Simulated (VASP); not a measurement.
Input of a VASP 6.6.1 run:

INCAR

```
SYSTEM = La
  ALGO = Normal
  EDIFF = 1E-6
  ENCUT = 520
  GGA = PE
  ISIF = 2
  ISMEAR = 0
  LASPH = .True.
  LCHARG = .True.
  LELF = .True.
  LREAL = .False.
  LVHAR = .True.
  LWAVE = .False.
  NBANDS = 30
  NELM = 100
  PREC = Accurate
  SIGMA = 0.1
```

Contents of KPOINTS:

```
k-points
0
Gamma
  4 4 4
  0 0 0
```

POSCAR

```
La
1.0
    0.0000000000      4.9682471700      4.9682471700
    4.9682471700      0.0000000000      4.9682471700
    4.9682471700      4.9682471700      0.0000000000
La
4
Direct
    0.6250000000      0.6250000000      0.6250000000
    0.6250000000      0.6250000000      0.1250000000
    0.6250000000      0.1250000000      0.6250000000
    0.1250000000      0.6250000000      0.6250000000
```

Potentials or basis: VASP PAW PBE potentials, release 64 (La).

Command:

```console
$ cat potpaw_PBE.64/La/POTCAR > POTCAR
$ mpirun -np 1 vasp_std > vasp.out
```

Task: Predict the band gap on the k mesh.

Result: Zero (band 22 reaches 3.66 eV, above the bottom of band 23 at 3.38 eV).

Task: What does it give for the pressure?

Result: -0.9 GPa.

Caveat: spin-orbit coupling is left out, which moves the levels of the heavy elements.
